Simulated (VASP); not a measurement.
# CuNi4P2Pd9 in VASP: notebook

The runs below take CuNi4P2Pd9 through single point, with PBE.

Program: VASP 6.6.1. These are calculated values, not measurements. Logs are shortened: lines on timing, memory, paths and dates and some standing lists are left out, and cuts for length are marked.

## 1. The cell of the first run

The cell holds a disordered packing, 16 atoms: a = 6.101 Å, b = 6.401 Å, c = 5.973 Å, α = 86.70°, β = 88.82°, γ = 88.13°.

## 2. Single point, PBE

INCAR reads:

```
SYSTEM = CuNi4P2Pd9
  PREC = Accurate
  ENCUT = 400
  EDIFF = 1E-6
  ISMEAR = -1
  SIGMA = 0.2068
  LREAL = Auto
  LASPH = .TRUE.
  NELM = 120
  ALGO = Normal
  ISIF = 2
  LWAVE = .FALSE.
  LCHARG = .FALSE.
  GGA = PE
  NBANDS = 90
  ISYM = -1
  GGA_COMPAT = .FALSE.
```

KPOINTS reads:

```
explicit points
1
Reciprocal
  0.25000000   0.25000000   0.25000000 1
```

POSCAR reads:

```
CuNi4P2Pd9
1.0
    6.1000500000      0.1012340000      0.0604580000
    0.1012340000      6.3978840000      0.1773740000
    0.0604580000      0.1773740000      5.9702840000
Pd Ni P Cu
9 4 2 1
Direct
    0.5832728016      0.1171856074      0.6181742465
    0.4642313746      0.5651660052      0.2506763069
    0.1930232347      0.2629306986      0.4009740795
    0.7653462217      0.8582969630      0.9200758511
    0.2285468975      0.8964328005      0.2867117611
    0.2966762037      0.2684676256      0.8763153266
    0.5457219469      0.5666137467      0.7006064026
    0.8779068231      0.4393632090      0.9334577550
    0.0672780538     -0.0302061603      0.6718779694
    0.7023797739      0.2032062574      0.2046028324
    0.0232013485      0.1256562000      0.0775899689
    0.1667792884      0.5903294157      0.6354095999
    0.8323831424      0.4141481934      0.5211441630
    0.4050474154      0.9140195083      0.8525863003
   -0.0210936052      0.5701732318      0.2667989279
    0.7335472438      0.7940801074      0.3337561556
```

Potentials or basis: VASP PAW PBE potentials, release 64 (Pd, Ni, P, Cu).

Launch:

```console
$ cat potpaw_PBE.64/Pd/POTCAR potpaw_PBE.64/Ni/POTCAR potpaw_PBE.64/P/POTCAR potpaw_PBE.64/Cu/POTCAR > POTCAR
$ mpirun -np 1 vasp_std > vasp.out
```

OUTCAR:

```text
SYSTEM = CuNi4P2Pd9
   PREC = Accurate
   ENCUT = 400
   EDIFF = 1E-6
   ISMEAR = -1
   LREAL = Auto
   LASPH = .TRUE.
   NELM = 120
   ISIF = 2
   GGA = PE
   ISYM = -1

 ion  position               nearest neighbor table
   1  0.583  0.117  0.618-  14 2.16  13 2.51   6 2.51  10 2.59   4 2.62   3 2.84  16 2.87   7 2.95
                             9 3.09   9 3.32   5 3.36
   2  0.464  0.565  0.251-  16 2.32   5 2.54   3 2.69  10 2.72   7 2.74  13 2.90  12 2.91  15 2.96
                            15 3.14  14 3.18   6 3.22   4 3.23   8 3.23   7 3.31
   3  0.193  0.263  0.401-  15 2.43  11 2.43   5 2.48  13 2.48   9 2.53  12 2.59   2 2.69   1 2.84
                             6 2.92   6 3.18
   4  0.765  0.858  0.920-  14 2.26   9 2.44  16 2.49  11 2.59   1 2.62   7 2.74   8 2.74  10 2.87
                            15 2.98   2 3.23
   5  0.229  0.896  0.287-  11 2.24   3 2.48   2 2.54   9 2.55  15 2.63  14 2.79  12 2.80  16 3.11
                             6 3.35   1 3.36
   6  0.297  0.268  0.876-  11 2.23  14 2.35   1 2.51  12 2.56   7 2.64   9 2.76   8 2.77   3 2.92
                             3 3.18  10 3.19   2 3.22   5 3.35
   7  0.546  0.567  0.701-  13 2.26  12 2.35  14 2.57   8 2.57   6 2.64   4 2.74   2 2.74  16 2.81
                             1 2.95   2 3.31
   8  0.878  0.439  0.933-  11 2.30  15 2.31  10 2.41  13 2.50   7 2.57  12 2.64   4 2.74   6 2.77
                             2 3.23
   9  0.067  0.970  0.672-  14 2.35   4 2.44  12 2.51   3 2.53   5 2.55  11 2.68   6 2.76   1 3.09
                            13 3.23   1 3.32
  10  0.702  0.203  0.205-  11 2.14   8 2.41  13 2.54   1 2.59  16 2.69   2 2.72   4 2.87  15 2.98
                             6 3.19
  11  0.023  0.126  0.078-  10 2.14   6 2.23   5 2.24   8 2.30   3 2.43   4 2.59   9 2.68  14 2.99

  12  0.167  0.590  0.635-   7 2.35  13 2.49   9 2.51  15 2.51   6 2.56   3 2.59   8 2.64   5 2.80
                             2 2.91  14 2.94
  13  0.832  0.414  0.521-  15 1.98   7 2.26   3 2.48  12 2.49   8 2.50   1 2.51  10 2.54  16 2.67
                             2 2.90   9 3.23
  14  0.405  0.914  0.853-   1 2.16   4 2.26   9 2.35   6 2.35   7 2.57   5 2.79  12 2.94  11 2.99
                             2 3.18
  15  0.979  0.570  0.267-  13 1.98  16 2.09   8 2.31   3 2.43  12 2.51   5 2.63   2 2.96  10 2.98
                             4 2.98   2 3.14
  16  0.734  0.794  0.334-  15 2.09   2 2.32   4 2.49  13 2.67  10 2.69   7 2.81   1 2.87   5 3.11

IMPORTANT INFORMATION: All symmetrisations will be switched off!
NOSYMM: (Re-)initialisation of all symmetry stuff for point group C_1.

----------------------------------------------------------------------------------------

                                     Primitive cell

  volume of cell :     232.7304

  direct lattice vectors                    reciprocal lattice vectors
     6.100050000  0.101234000  0.060458000     0.163991124 -0.002550900 -0.001584868
     0.101234000  6.397884000  0.177374000    -0.002550900  0.156470203 -0.004622816
     0.060458000  0.177374000  5.970284000    -0.001584868 -0.004622816  0.167649610

  length of vectors
     6.101189515  6.401142830  5.973224234     0.164018620  0.156559260  0.167720822

  position of ions in fractional coordinates (direct lattice)
     0.583272802  0.117185607  0.618174246
     0.464231375  0.565166005  0.250676307
     0.193023235  0.262930699  0.400974080
     0.765346222  0.858296963  0.920075851
     0.228546898  0.896432801  0.286711761
     0.296676204  0.268467626  0.876315327
     0.545721947  0.566613747  0.700606403
     0.877906823  0.439363209  0.933457755
     0.067278054  0.969793840  0.671877969
     0.702379774  0.203206257  0.204602832
     0.023201349  0.125656200  0.077589969
     0.166779288  0.590329416  0.635409600
     0.832383142  0.414148193  0.521144163
     0.405047415  0.914019508  0.852586300
     0.978906395  0.570173232  0.266798928
     0.733547244  0.794080107  0.333756156

  ion indices of the primitive-cell ions
   primitive index   ion index
                 1           1
                 2           2
                 3           3
                 4           4
                 5           5
                 6           6
                 7           7
                 8           8
                 9           9
                10          10
                11          11
                12          12
                13          13
                14          14
                15          15
                16          16

----------------------------------------------------------------------------------------

 KPOINTS: explicit points

Read explicit list of k-points.

 Found      1 k-points:

 Following reciprocal coordinates:
            Coordinates               Weight
  0.250000  0.250000  0.250000      1.000000
   k-points           NKPTS =      1   k-points in BZ     NKDIM =      1   number of bands    NBANDS=     90
   number of dos      NEDOS =    301   number of ions     NIONS =     16
   total plane-waves  NPLWV =  67200
   dimension x,y,z NGX =    40 NGY =   42 NGZ =   40
   dimension x,y,z NGXF=    80 NGYF=   84 NGZF=   80
   ions per type =               9   4   2   1
   NGX,Y,Z   is equivalent  to a cutoff of  10.90, 10.91, 11.13 a.u.
   NGXF,Y,Z  is equivalent  to a cutoff of  21.80, 21.82, 22.27 a.u.
 SYSTEM =  CuNi4P2Pd9
   PREC   = accura    normal or accurate (medium, high low for compatibility)
   ISTART =      0    job   : 0-new  1-cont  2-samecut
   ICHARG =      2    charge: 1-file 2-atom 10-const
   ISPIN  =      1    spin polarized calculation?
   LNONCOLLINEAR =      F non collinear calculations
   LSORBIT =      F    spin-orbit coupling
   LASPH  =      T    aspherical Exc in radial PAW
   ENCUT  =  400.0 eV  29.40 Ry    5.42 a.u.   9.95 10.44  9.74*2*pi/ulx,y,z
   NELM   =    120;   NELMIN=  2; NELMDL= -5     # of ELM steps
   EDIFF  = 0.1E-05   stopping-criterion for ELM
   LREAL  =      T    real-space projection
   EDIFFG = 0.1E-04   stopping-criterion for IOM
   NSW    =      0    number of steps for IOM
   IBRION =     -1    ionic relax: 0-MD 1-quasi-New 2-CG
   NFREE  =      0    steps in history (QN), initial steepest desc. (CG)
   ISIF   =      2    stress and relaxation
   ISYM   =     -1    0-nonsym 1-usesym 2-fastsym
   POTIM  = 0.5000    time-step for ionic-motion
   TEBEG  =    0.0;   TEEND  =   0.0 temperature during run
   PSTRESS=    0.0 pullay stress
   NELECT =     151.0000    total number of electrons
   NUPDOWN=      -1.0000    fix difference up-down
   EMIN   =  10.00;   EMAX   =-10.00  energy-range for DOS
   EFERMI =   0.00;   METHOD = LEGACY
   ISMEAR =    -1;   SIGMA  =   0.21  broadening in eV -4-tet -1-fermi 0-gaus
   EFERMI_NEDOS =   21; number of points for ismear=-14 and -15
   IALGO  =     38    algorithm
   IMIX   =      4    mixing-type and parameters
     AMIX     =   0.40;   BMIX     =  1.00
     AMIX_MAG =   1.60;   BMIX_MAG =  1.00
  volume/ion in A,a.u.               =      14.55        98.16
  Fermi-wavevector in a.u.,A,eV,Ry     =   1.417260  2.678232 27.329002  2.008625
  Thomas-Fermi vector in A             =   2.538508
   LORBIT       =      0    0 simple, 1 ext, 2 COOP (PROOUT), +10 PAW based schemes
   GGA     = PE    functional components
   LHFCALC =     F    Hartree Fock is set to
   AEXX    =    0.0000 exact exchange contribution
   IVDW    =     0    specifies the selected vdW correction
   LEPSILON=     F    determine dielectric tensor
   LRPA    =     F    only Hartree local field effects (RPA)
 non-spin polarized calculation
  energy-cutoff  :      400.00
  volume of cell :      232.73
 maximum number of plane-waves:      4225
 NGX is ok and might be reduce to    40
   NGX = 19   NGY = 21   NGZ = 19

 number of electron     151.0000020 magnetization

 Free energy of the ion-electron system (eV)
  ---------------------------------------------------
  ext. energy  EPLUGINS =         0.00000000
  ---------------------------------------------------
  free energy    TOTEN  =       -79.85156554 eV

  energy without entropy =      -77.63747965  energy(sigma->0) =      -78.74452260

 E-fermi :   8.8348     XC(G=0): -12.3812

 val. band max:        8.7366854555   @ k =   0.2500   0.2500   0.2500
 cond. band min:       8.8374738546   @ k =   0.2500   0.2500   0.2500
 fundamental gap:      0.1007883991
 Fermi energy:         8.8348212176

 k-point     1 :       0.2500    0.2500    0.2500
  band No.  band energies     occupation
      1      -3.1813      2.00000
      2      -2.9128      2.00000
      3       2.1656      2.00000
      4       2.3330      2.00000
      5       2.6575      2.00000
      6       2.8095      2.00000
      7       3.0036      2.00000
      8       3.2074      2.00000
      9       3.4197      2.00000
     10       3.7465      2.00000
     11       3.8360      2.00000
     12       3.9707      2.00000
     13       4.0784      2.00000
     14       4.1943      2.00000
     15       4.2596      2.00000
     16       4.3958      2.00000
     17       4.4343      2.00000
     18       4.5000      2.00000
     19       4.5156      2.00000
     20       4.6261      2.00000
     21       4.7365      2.00000
     22       4.8065      2.00000
     23       4.8348      2.00000
     24       4.9251      2.00000
     25       4.9581      2.00000
     26       5.0672      2.00000
     27       5.1455      2.00000
     28       5.2008      2.00000
     29       5.2728      2.00000
     30       5.3498      2.00000
     31       5.3762      2.00000
     32       5.4074      2.00000
     33       5.6620      2.00000
     34       5.6879      2.00000
     35       5.7775      2.00000
     36       5.8621      2.00000
     37       5.9412      2.00000
     38       5.9781      2.00000
     39       6.0108      2.00000
     40       6.0643      2.00000
     41       6.1750      1.99999
     42       6.2751      1.99999
     43       6.3408      1.99999
     44       6.4456      1.99998
     45       6.4808      1.99998
     46       6.5509      1.99997
     47       6.6483      1.99995
     48       6.7001      1.99993
     49       6.7483      1.99992
     50       6.7968      1.99990
     51       6.8700      1.99985
     52       6.9896      1.99973
     53       7.1291      1.99948
     54       7.1501      1.99942
     55       7.2364      1.99912
     56       7.3209      1.99868
     57       7.3869      1.99818
     58       7.4718      1.99726
     59       7.5050      1.99678
     60       7.5690      1.99562
     61       7.6770      1.99262
     62       7.7559      1.98921
     63       7.7899      1.98730
     64       7.8615      1.98209
     65       7.9078      1.97765
     66       7.9511      1.97252
     67       8.0665      1.95245
     68       8.1198      1.93890
     69       8.1655      1.92439
     70       8.2437      1.89152
     71       8.3356      1.83577
     72       8.3773      1.80271
     73       8.4658      1.71244
     74       8.4931      1.67844
     75       8.6715      1.37549
     76       8.7367      1.23292
     77       8.8375      0.99359
     78       8.9944      0.63216
     79       9.4358      0.10371
     80       9.7751      0.02098
     81       9.8640      0.01370
     82      10.0957      0.00449
     83      10.3754      0.00116
     84      10.9178      0.00008
     85      11.6597      0.00000
     86      12.3089      0.00000
     87      12.9686      0.00000
 [bands above 87 left out]

------------------------ aborting loop because EDIFF is reached ----------------------------------------

  FORCE on cell =-STRESS in cart. coord.  units (eV):
  Direction    XX          YY          ZZ          XY          YZ          ZX
  --------------------------------------------------------------------------------------
  -------------------------------------------------------------------------------------
  Total       23.9870503     20.3565022     15.2205849     -2.8900637     -5.2979894    -10.6459326
  in kB      165.1331544    140.1395075    104.7825040    -19.8959575    -36.4727505    -73.2893960
  external PRESSURE =     136.6850553 kB  Pullay stress =       0.0000000 kB

 VOLUME and BASIS-vectors are now :
 -----------------------------------------------------------------------------
  energy-cutoff  :      400.00
  volume of cell :      232.73
      direct lattice vectors                 reciprocal lattice vectors
     6.100050000  0.101234000  0.060458000     0.163991124 -0.002550900 -0.001584868
     0.101234000  6.397884000  0.177374000    -0.002550900  0.156470203 -0.004622816
     0.060458000  0.177374000  5.970284000    -0.001584868 -0.004622816  0.167649610

 POSITION                                       TOTAL-FORCE (eV/Angst)
 -----------------------------------------------------------------------------------
      3.60723      0.91844      3.74673         1.372150      0.437252     -2.719216
      2.90420      3.70733      1.62492        -0.273821     -1.970336     -1.301069
      1.22831      1.77286      2.45224         1.088117      2.038525     -0.030531
      4.81117      5.73196      5.69162        -0.633891     -0.568721      1.637559
      1.50223      5.80926      1.88457         1.142377     -2.886347     -0.579148
      1.88990      1.90309      5.29741         0.944776      1.301475      0.907748
      3.42865      3.80464      4.31631        -1.320303      1.873193      1.110490
      5.45619      3.06544      5.70402         0.471003      1.477543     -0.374516
      0.54920      6.33061      4.18739         0.241921      0.070565      0.557365
      4.31749      1.40749      1.30004        -2.112302     -0.430729      1.001045
      0.15894      0.82004      0.48692        -1.549579     -1.543503     -0.278938
      1.11554      3.90645      3.90837        -1.059858      0.567495     -1.105596
      5.15101      2.82637      3.23516        -0.030998     -1.932311      0.003838
      2.61488      6.04002      5.27679        -1.496599     -1.587233      1.007122
      6.04523      3.79432      1.75318         3.028837      0.408383     -1.688364
      4.57524      5.21389      2.17782         0.188170      2.744749      1.852211
 -----------------------------------------------------------------------------------
    total drift:                               -0.002652      0.000462     -0.005245

  FREE ENERGIE OF THE ION-ELECTRON SYSTEM (eV)
  ---------------------------------------------------
  free  energy   TOTEN  =       -79.8515655446 eV

  energy  without entropy=      -77.6374796516  energy(sigma->0) =      -78.74452260
```

It took 84 s on 1 thread of Intel Xeon 6975P-C (Granite Rapids), shared host; peak memory 0.24 GiB.

What came out:

```
Free energy            : -79.8516 eV
Pressure               : 13.7 GPa
Largest force          : 3.492 eV/Å
Band gap on the k mesh : zero (an odd number of electrons rules out a gap without spin polarisation)
```

Forces in eV/Å, atoms in the order of the input:
```
Pd   1.372  0.437 -2.719
Pd  -0.274 -1.970 -1.301
Pd   1.088  2.039 -0.031
Pd  -0.634 -0.569  1.638
Pd   1.142 -2.886 -0.579
Pd   0.945  1.301  0.908
Pd  -1.320  1.873  1.110
Pd   0.471  1.478 -0.375
Pd   0.242  0.071  0.557
Ni  -2.112 -0.431  1.001
Ni  -1.550 -1.544 -0.279
Ni  -1.060  0.567 -1.106
Ni  -0.031 -1.932  0.004
P   -1.497 -1.587  1.007
P    3.029  0.408 -1.688
Cu   0.188  2.745  1.852
```

Caveat: the atoms stand as in a frame of molecular dynamics. Spin polarisation is off, so any magnetic state and its effect on volume and gap are missing.

(Continued in part 2 of 2.)
